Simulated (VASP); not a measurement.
# Pb (Im-3m) in VASP: further runs

The runs below take Pb through single point, with PBEsol-based screened hybrid with 25 % exact exchange, r2SCAN0, r2SCANh, rpbe exchange, lyp correlation.

Everything below comes from runs of VASP 6.6.1. Logs are shortened: lines on timing, memory, paths and dates and some standing lists are left out, and cuts for length are marked.

### Step 1. The cell of the first run

Symmetry: Im-3m, No. 229, cubic system. Conventional cell: a = 3.955 Å, b = 3.955 Å, c = 3.955 Å, α = 90.00°, β = 90.00°, γ = 90.00°. Within 4.5 Å of Pb (site symmetry m-3m) lie 14 Pb at 3.43 to 3.95 Å.

This isn't the form of Pb at room conditions, which is fcc.

### Step 2. Single point, PBEsol-based screened hybrid with 25 % exact exchange

POSCAR reads:

```
Pb
1.0
   -1.9774316733      1.9774316733      1.9774316733
    1.9774316733     -1.9774316733      1.9774316733
    1.9774316733      1.9774316733     -1.9774316733
Pb
1
Direct
    0.0000000000      0.0000000000      0.0000000000
```

INCAR.step1 reads:

```
PREC     = Accurate       # precision mode
ENCUT    = 520            # plane-wave cutoff, eV
EDIFF    = 1E-5           # SCF threshold, eV
ISMEAR   = -1             # smearing method
SIGMA    = 0.05           # smearing width, eV
LREAL    = F              # projectors in reciprocal space
LASPH    = T              # aspherical terms in the spheres
NELM     = 80             # most SCF steps
ALGO     = Normal         # electronic algorithm
ISIF     = 2              # what is computed and relaxed
LWAVE    = T              # write WAVECAR
GGA      = PE             # functional
NBANDS   = 13             # bands
```

INCAR.step2 reads:

```
PREC     = Accurate       # precision mode
ENCUT    = 520            # plane-wave cutoff, eV
EDIFF    = 1E-6           # SCF threshold, eV
ISMEAR   = -1             # smearing method
SIGMA    = 0.05           # smearing width, eV
LREAL    = F              # projectors in reciprocal space
LASPH    = T              # aspherical terms in the spheres
NELM     = 80             # most SCF steps
ALGO     = Normal         # electronic algorithm
ISIF     = 2              # what is computed and relaxed
LWAVE    = F              # write WAVECAR
LCHARG   = T              # write CHGCAR
GGA      = PS             # functional
LHFCALC  = T              # exact exchange
AEXX     = 0.25           # exact-exchange fraction
HFSCREEN = 0.207          # screening, 1/A
PRECFOCK = Normal       
LELF     = T              # ELF
LVHAR    = T            
ISTART   = 1            
NBANDS   = 13             # bands
```

KPOINTS reads:

```
Automatic mesh
0
Gamma
  5 5 5
```

Potentials or basis: VASP PAW PBE potentials, release 64 (Pb_d).

Started as:

```bash
$ cat potpaw_PBE.64/Pb_d/POTCAR > POTCAR
$ cp INCAR.step1 INCAR
$ mpirun -np 1 vasp_std > vasp.out
$ cp INCAR.step2 INCAR
$ mpirun -np 1 vasp_std > vasp.out
```

OUTCAR:

```text
PREC = Accurate
   ENCUT = 520
   EDIFF = 1E-6
   ISMEAR = -1
   LREAL = F
   LASPH = T
   NELM = 80
   ISIF = 2
   GGA = PS
   LHFCALC = T
   AEXX = 0.25
   HFSCREEN = 0.207
   PRECFOCK = Normal
   ISTART = 1

 ion  position               nearest neighbor table
   1  0.000  0.000  0.000-

  LATTYP: Found a body centered cubic cell.
 ALAT       =     3.9548633466

  Lattice vectors:

 A1 = (  -1.9774316733,   1.9774316733,   1.9774316733)
 A2 = (   1.9774316733,  -1.9774316733,   1.9774316733)
 A3 = (   1.9774316733,   1.9774316733,  -1.9774316733)

Analysis of symmetry for initial positions (statically):
=====================================================================
 Subroutine PRICEL returns:
 Original cell was already a primitive cell.

 Routine SETGRP: Setting up the symmetry group for a
 body centered cubic supercell.

 Subroutine GETGRP returns: Found 48 space group operations
 (whereof 48 operations were pure point group operations)
 out of a pool of 48 trial point group operations.

The static configuration has the point symmetry O_h .

Analysis of symmetry for dynamics (positions and initial velocities):
=====================================================================
 Subroutine PRICEL returns:
 Original cell was already a primitive cell.

 Routine SETGRP: Setting up the symmetry group for a
 body centered cubic supercell.

 Subroutine GETGRP returns: Found 48 space group operations
 (whereof 48 operations were pure point group operations)
 out of a pool of 48 trial point group operations.

The dynamic configuration has the point symmetry O_h .

 Subroutine INISYM returns: Found 48 space group operations
 (whereof 48 operations are pure point group operations),
 and found     1 'primitive' translations

----------------------------------------------------------------------------------------

                                     Primitive cell

  volume of cell :      30.9289

  direct lattice vectors                    reciprocal lattice vectors
    -1.977431673  1.977431673  1.977431673     0.000000000  0.252853237  0.252853237
[... 77 lines left out ...]
   POTIM  = 0.5000    time-step for ionic-motion
   TEBEG  =    0.0;   TEEND  =   0.0 temperature during run
   PSTRESS=    0.0 pullay stress
   NELECT =      14.0000    total number of electrons
   NUPDOWN=      -1.0000    fix difference up-down
   EMIN   =  10.00;   EMAX   =-10.00  energy-range for DOS
   EFERMI =   0.00;   METHOD = LEGACY
   ISMEAR =    -1;   SIGMA  =   0.05  broadening in eV -4-tet -1-fermi 0-gaus
   EFERMI_NEDOS =   21; number of points for ismear=-14 and -15
   IALGO  =     38    algorithm
   IMIX   =      1    mixing-type and parameters
     AMIX     =   0.40;   BMIX     =  1.00
     AMIX_MAG =   1.60;   BMIX_MAG =  1.00
  volume/ion in A,a.u.               =      30.93       208.72
  Fermi-wavevector in a.u.,A,eV,Ry     =   1.256983  2.375353 21.497286  1.580006
  Thomas-Fermi vector in A             =   2.390664
   LORBIT       =      0    0 simple, 1 ext, 2 COOP (PROOUT), +10 PAW based schemes
   GGA     = PS    functional components
   LHFCALC =     T    Hartree Fock is set to
   PRECFOCK=normal    Normal, Fast or Accurate (Low or Medium for compatibility)
   ENCUT4O =  -1.0   cutoff for four orbital integrals eV
   NKREDX  =     1    reduce k-point grid by
   NKREDY  =     1    reduce k-point grid by
   NKREDZ  =     1    reduce k-point grid by
   AEXX    =    0.2500 exact exchange contribution
   HFSCREEN=    0.2070 screening length (either q_TF or 0.3 A-1)
   HFSCREENC=   0.2070 screening length for correlation (either q_TF or 0.3 A-1)
   ENCUTFOCK=  -1.0 apply spherical cutoff to Coloumb kernel
   IVDW    =     0    specifies the selected vdW correction
   LEPSILON=     F    determine dielectric tensor
   LRPA    =     F    only Hartree local field effects (RPA)
 non-spin polarized calculation
  energy-cutoff  :      520.00
  volume of cell :       30.93
 maximum number of plane-waves:       887
 NGX is ok and might be reduce to    28
  NGX = 20; NGY = 20; NGZ = 20

 number of electron      14.0000003 magnetization

 Free energy of the ion-electron system (eV)
  ---------------------------------------------------
  ext. energy  EPLUGINS =         0.00000000
  ---------------------------------------------------
  free energy    TOTEN  =        -4.27462475 eV

  energy without entropy =       -4.26497759  energy(sigma->0) =       -4.26980117

 E-fermi :   7.0480     XC(G=0):  -8.4622

 val. band max:        6.9821465336   @ k =  -0.4000   0.4000   0.4000
 cond. band min:       7.1836589605   @ k =   0.4000   0.2000   0.0000
 fundamental gap:      0.2015124269
 Fermi energy:         7.0480455037

 k-point     1 :       0.0000    0.0000    0.0000
  band No.  band energies     occupation
      1     -12.0739      2.00000
      2     -12.0739      2.00000
      3     -12.0739      2.00000
      4     -11.8357      2.00000
      5     -11.8357      2.00000
      6      -6.0790      2.00000
      7      15.1025      0.00000
      8      15.1025      0.00000
      9      15.1025      0.00000
     10      18.7214      0.00000
     11      18.7214      0.00000
     12      18.7214      0.00000
     13      19.3106      0.00000
[... 130 lines left out ...]
  band No.  band energies     occupation
      1     -12.1023      2.00000
      2     -12.0761      2.00000
      3     -11.7693      2.00000
      4     -11.7693      2.00000
      5     -11.7555      2.00000
      6       0.1153      2.00000
      7       6.2650      2.00000
      8       6.9821      1.57770
      9       6.9821      1.57769
     10      12.0391      0.00000
     11      14.0638      0.00000
     12      23.6590      0.00000
     13      25.0425      0.00000

------------------------ aborting loop because EDIFF is reached ----------------------------------------

  FORCE on cell =-STRESS in cart. coord.  units (eV):
  Direction    XX          YY          ZZ          XY          YZ          ZX
  --------------------------------------------------------------------------------------
  -------------------------------------------------------------------------------------
  Total       -0.0157396     -0.0157396     -0.0157396     -0.0000000      0.0000000     -0.0000000
  in kB       -0.8153436     -0.8153436     -0.8153436     -0.0000000      0.0000000     -0.0000000
  external PRESSURE =      -0.8153436 kB  Pullay stress =       0.0000000 kB

 VOLUME and BASIS-vectors are now :
 -----------------------------------------------------------------------------
  energy-cutoff  :      520.00
  volume of cell :       30.93
      direct lattice vectors                 reciprocal lattice vectors
    -1.977431673  1.977431673  1.977431673     0.000000000  0.252853237  0.252853237
     1.977431673 -1.977431673  1.977431673     0.252853237  0.000000000  0.252853237
     1.977431673  1.977431673 -1.977431673     0.252853237  0.252853237  0.000000000

 POSITION                                       TOTAL-FORCE (eV/Angst)
 -----------------------------------------------------------------------------------
      0.00000      0.00000      0.00000         0.000000      0.000000     -0.000000
 -----------------------------------------------------------------------------------
    total drift:                               -0.000000     -0.000001      0.000001

  FREE ENERGIE OF THE ION-ELECTRON SYSTEM (eV)
  ---------------------------------------------------
  free  energy   TOTEN  =        -4.2746247469 eV

  energy  without entropy=       -4.2649775883  energy(sigma->0) =       -4.26980117
```

Run time: 5.4 min. Hardware: 1 thread of Intel Xeon Platinum 8375C at 2.90GHz (Ice Lake), shared host; peak memory 0.26 GiB.

What came out:

```yaml
Free_energy: -4.2746 eV
Pressure: -0.1 GPa
Band_gap_on_the_k_mesh: zero (bands 7 and 8 overlap by 10.07 eV)
```

Levels at points of the mesh, in eV from the Fermi level:
```csv
k point,band 5,band 6,band 7,band 8,band 9,band 10
"(0.00, 0.00, 0.00)",-18.88,-13.13,8.05,8.05,8.05,11.67
```

Caveat: the k points lie up to 0.45 Å⁻¹ apart, too coarse for converged energies and pressures of a metal; the PAW data sets were made with another functional, which shifts forces and pressure a little; spin-orbit coupling is left out, which moves the levels of the heavy elements.

### Step 3. Single point, r2SCAN0

This run uses another cell than the first one, of 31.03 Å³/atom.

POSCAR reads:

```
Pb
1.0
   -1.9796595667      1.9796595667      1.9796595667
    1.9796595667     -1.9796595667      1.9796595667
    1.9796595667      1.9796595667     -1.9796595667
Pb
1
Direct
    0.0000000000      0.0000000000      0.0000000000
```

INCAR.step1 reads:

```
  ALGO = Normal
  EDIFF = 1E-5
  ENCUT = 520
  GGA = PE
  ISIF = 2
  ISMEAR = -1
  LASPH = T
  LCHARG = F
  LREAL = F
  LWAVE = T
  NBANDS = 13
  NELM = 60
  PREC = Accurate
  SIGMA = 0.05
```

INCAR.step2 reads:

```
  AEXX = 0.25
  ALGO = Normal
  EDIFF = 1E-6
  ENCUT = 520
  ISIF = 2
  ISMEAR = -1
  ISTART = 1
  LASPH = T
  LCHARG = F
  LHFCALC = T
  LMIXTAU = T
  LREAL = F
  LWAVE = F
  METAGGA = R2SCAN
  NBANDS = 13
  NELM = 60
  PREC = Accurate
  PRECFOCK = Normal
  SIGMA = 0.05
```

KPOINTS reads:

```
k-points
0
Gamma
  5 5 5
```

Potentials or basis: VASP PAW PBE potentials, release 64 (Pb_d).

Started as:

```bash
$ cat potpaw_PBE.64/Pb_d/POTCAR > POTCAR
$ cp INCAR.step1 INCAR
$ mpirun -np 1 vasp_std > vasp.out
$ cp INCAR.step2 INCAR
$ mpirun -np 1 vasp_std > vasp.out
```

OUTCAR:

```text
AEXX = 0.25
   EDIFF = 1E-6
   ENCUT = 520
   ISIF = 2
   ISMEAR = -1
   ISTART = 1
   LASPH = T
   LHFCALC = T
   LREAL = F
   METAGGA = R2SCAN
   NELM = 60
   PREC = Accurate
   PRECFOCK = Normal

 ion  position               nearest neighbor table
   1  0.000  0.000  0.000-

  LATTYP: Found a body centered cubic cell.
 ALAT       =     3.9593191334

  Lattice vectors:

 A1 = (  -1.9796595667,   1.9796595667,   1.9796595667)
 A2 = (   1.9796595667,  -1.9796595667,   1.9796595667)
 A3 = (   1.9796595667,   1.9796595667,  -1.9796595667)

Analysis of symmetry for initial positions (statically):
=====================================================================
 Subroutine PRICEL returns:
 Original cell was already a primitive cell.

 Routine SETGRP: Setting up the symmetry group for a
 body centered cubic supercell.

 Subroutine GETGRP returns: Found 48 space group operations
 (whereof 48 operations were pure point group operations)
 out of a pool of 48 trial point group operations.

The static configuration has the point symmetry O_h .

[... 158 lines left out ...]
 k-point     1 :       0.0000    0.0000    0.0000
  band No.  band energies     occupation
      1     -12.9312      2.00000
      2     -12.9312      2.00000
      3     -12.9312      2.00000
      4     -12.6819      2.00000
      5     -12.6819      2.00000
      6      -6.8184      2.00000
      7      15.7213      0.00000
      8      15.7213      0.00000
      9      15.7213      0.00000
     10      19.6976      0.00000
     11      19.6976      0.00000
     12      19.6976      0.00000
     13      20.4158      0.00000
[... 130 lines left out ...]
  band No.  band energies     occupation
      1     -12.9568      2.00000
      2     -12.9305      2.00000
      3     -12.6125      2.00000
      4     -12.6125      2.00000
      5     -12.5977      2.00000
      6      -0.4294      2.00000
      7       5.9771      2.00000
      8       6.6771      1.83339
      9       6.6771      1.83328
     10      12.8167      0.00000
     11      14.8462      0.00000
     12      24.6419      0.00000
     13      26.1255      0.00000

------------------------ aborting loop because EDIFF is reached ----------------------------------------

  FORCE on cell =-STRESS in cart. coord.  units (eV):
  Direction    XX          YY          ZZ          XY          YZ          ZX
  --------------------------------------------------------------------------------------
  -------------------------------------------------------------------------------------
  Total        0.1682301      0.1682301      0.1682301     -0.0000000     -0.0000000     -0.0000000
  in kB        8.6852588      8.6852588      8.6852588     -0.0000000     -0.0000000     -0.0000000
  external PRESSURE =       8.6852588 kB  Pullay stress =       0.0000000 kB

 VOLUME and BASIS-vectors are now :
 -----------------------------------------------------------------------------
  energy-cutoff  :      520.00
  volume of cell :       31.03
      direct lattice vectors                 reciprocal lattice vectors
    -1.979659567  1.979659567  1.979659567     0.000000000  0.252568678  0.252568678
     1.979659567 -1.979659567  1.979659567     0.252568678  0.000000000  0.252568678
     1.979659567  1.979659567 -1.979659567     0.252568678  0.252568678  0.000000000

 POSITION                                       TOTAL-FORCE (eV/Angst)
 -----------------------------------------------------------------------------------
      0.00000      0.00000      0.00000         0.000000      0.000000      0.000000
 -----------------------------------------------------------------------------------
    total drift:                                0.000000      0.000000      0.000000

  FREE ENERGIE OF THE ION-ELECTRON SYSTEM (eV)
  ---------------------------------------------------
  free  energy   TOTEN  =       -44.3880942118 eV

  energy  without entropy=      -44.3853405135  energy(sigma->0) =      -44.38671736
```

OUTCAR.step1:

```text
EDIFF = 1E-5
   ENCUT = 520
   GGA = PE
   ISIF = 2
   ISMEAR = -1
   LASPH = T
[... 358 lines left out ...]

 POSITION                                       TOTAL-FORCE (eV/Angst)
 -----------------------------------------------------------------------------------
      0.00000      0.00000      0.00000        -0.000000     -0.000000      0.000000
 -----------------------------------------------------------------------------------
    total drift:                               -0.000000     -0.000000     -0.000000

  FREE ENERGIE OF THE ION-ELECTRON SYSTEM (eV)
  ---------------------------------------------------
  free  energy   TOTEN  =        -3.4614468386 eV

  energy  without entropy=       -3.4460117488  energy(sigma->0) =       -3.45372929
```

OSZICAR.step1:

```text
N       E                     dE             d eps       ncg     rms          rms(c)
DAV:   1     0.106233863192E+03    0.10623E+03   -0.68281E+03   260   0.125E+03
DAV:   2     0.230019051145E+01   -0.10393E+03   -0.99730E+02   270   0.315E+02
DAV:   3    -0.332822054113E+01   -0.56284E+01   -0.56078E+01   330   0.775E+01
DAV:   4    -0.346419482731E+01   -0.13597E+00   -0.13593E+00   308   0.126E+01
DAV:   5    -0.347038815131E+01   -0.61933E-02   -0.61931E-02   358   0.253E+00    0.506E-01
DAV:   6    -0.346307053268E+01    0.73176E-02   -0.10451E-02   328   0.182E+00    0.246E-01
DAV:   7    -0.346146798327E+01    0.16025E-02   -0.43911E-03   325   0.108E+00    0.773E-02
DAV:   8    -0.346144900148E+01    0.18982E-04   -0.31825E-04   335   0.262E-01    0.822E-03
DAV:   9    -0.346144683864E+01    0.21628E-05   -0.44361E-06   170   0.351E-02
   1 F= -.34614468E+01 E0= -.34537293E+01  d E =-.154351E-01
```

Run time: 6.5 min. Hardware: 1 thread of Intel Xeon Platinum 8375C at 2.90GHz (Ice Lake), shared host; peak memory 0.17 GiB.

What came out:

```
Free energy            : -44.3881 eV
Pressure               : 0.9 GPa
Band gap on the k mesh : zero (bands 7 and 8 overlap by 11.03 eV)
```

Caveat: the k points lie up to 0.45 Å⁻¹ apart, too coarse for converged energies and pressures of a metal; the PAW data sets were made with another functional, which shifts forces and pressure a little; spin-orbit coupling is left out, which moves the levels of the heavy elements.

### Step 4. Single point, r2SCANh

This run uses another cell than the first one, of 31.03 Å³/atom.

POSCAR is that of step 3.

INCAR.step1 reads:

```
SYSTEM = Pb
PREC = Accurate
ENCUT = 520
EDIFF = 1E-5
ISMEAR = -1
SIGMA = 0.05
LREAL = .FALSE.
LASPH = .TRUE.
NELM = 80
ALGO = Normal
ISIF = 2
LWAVE = .TRUE.
NBANDS = 13
GGA = PE
```

INCAR.step2 reads:

```
SYSTEM = Pb
PREC = Accurate
ENCUT = 520
EDIFF = 1E-7
ISMEAR = -1
SIGMA = 0.05
LREAL = .FALSE.
LASPH = .TRUE.
NELM = 80
ALGO = Normal
ISIF = 2
LWAVE = .FALSE.
LCHARG = .TRUE.
METAGGA = R2SCAN
LHFCALC = .TRUE.
AEXX = 0.1
LMIXTAU = .TRUE.
PRECFOCK = Normal
LELF = .TRUE.
LVHAR = .TRUE.
NBANDS = 13
ISTART = 1
```

KPOINTS reads:

```
regular mesh
0
G
  5 5 5
  0 0 0
```

Started as:

```bash
$ cat potpaw_PBE.64/Pb_d/POTCAR > POTCAR
$ cp INCAR.step1 INCAR
$ mpirun -np 1 vasp_std > vasp.out
$ cp INCAR.step2 INCAR
$ mpirun -np 1 vasp_std > vasp.out
```

It took 9.3 min on 1 thread of Intel Xeon Platinum 8375C at 2.90GHz (Ice Lake), shared host; peak memory 0.17 GiB.

It converged, with:

```
Free energy            : -51.4613 eV
Pressure               : 1.4 GPa
Band gap on the k mesh : zero (bands 7 and 8 overlap by 10.05 eV)
```

Levels at points of the mesh, in eV from the Fermi level:
| k point | band 4 | band 5 | band 6 | band 7 | band 8 | band 9 | band 10 | band 11 |
| --- | --- | --- | --- | --- | --- | --- | --- | --- |
| (0.00, 0.00, 0.00) | -18.39 | -18.39 | -12.83 | 8.09 | 8.09 | 8.09 | 12.16 | 12.16 |

Caveat: the k points lie up to 0.45 Å⁻¹ apart, too coarse for converged energies and pressures of a metal; the PAW data sets were made with another functional, which shifts forces and pressure a little; spin-orbit coupling is left out, which moves the levels of the heavy elements.

(Part 1 of 2 ends here.)
